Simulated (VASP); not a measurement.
# CdSe (db): vibrations by perturbation theory with PBE

The system is CdSe (db).

```
CELL_PARAMETERS angstrom
4.30000 0.00000 0.00000
-2.15000 3.72391 0.00000
0.00000 0.00000 7.02000
ATOMIC_POSITIONS crystal
Cd 0.33333 0.66667 0.00472
Cd 0.66667 0.33333 0.50472
Se 0.33333 0.66667 0.38028
Se 0.66667 0.33333 0.88028
```

```yaml
Program: VASP 6.6.1
Task: vibrations by perturbation theory
Functional: PBE
Potentials_or_basis: VASP PAW PBE potentials, release 64 (Cd, Se)
Cutoff: 520 eV
k_mesh: 9 × 9 × 4
Occupations: gaussian, width 0.01 eV
Spin: no spin polarisation
Dipole_correction: no
Further_INCAR_settings: ALGO = Normal; EDIFF = 1e-08; IBRION = 8; NSW = 1
```

```json
{"Electronic dielectric tensor (diagonal)": "9.28", "Born charges (mean of the diagonal)": "Cd +2.24; Se -2.24 e", "Highest phonon frequency at Γ, LO-TO splitting left out": "192 cm⁻¹"}
```

Phonon frequencies in cm⁻¹ (negative: imaginary):
```
              q point                              frequencies
(0.000, 0.000, 0.000)  0 0 0 27 27 122 172 176 176 180 180 192
```

Electronic dielectric tensor:
```
9.28 0.00 0.00
0.00 9.28 0.00
0.00 0.00 9.28
```

Born effective charge tensors (e):
atom 1, Cd
```
2.20 0.00 0.00
0.00 2.20 0.00
0.00 0.00 2.33
```
atom 2, Cd
```
2.20 0.00 0.00
0.00 2.20 0.00
0.00 0.00 2.33
```
atom 3, Se
```
-2.20  0.00  0.00
 0.00 -2.20  0.00
 0.00  0.00 -2.33
```
atom 4, Se
```
-2.20  0.00  0.00
 0.00 -2.20  0.00
 0.00  0.00 -2.33
```

Wall time 16 min on 1 thread of Intel(R) Xeon(R) 6975P-C (Granite Rapids), on a shared host, peak memory 0.98 GiB.

Caveat: the cell wasn't relaxed at this level first, which shifts response properties.
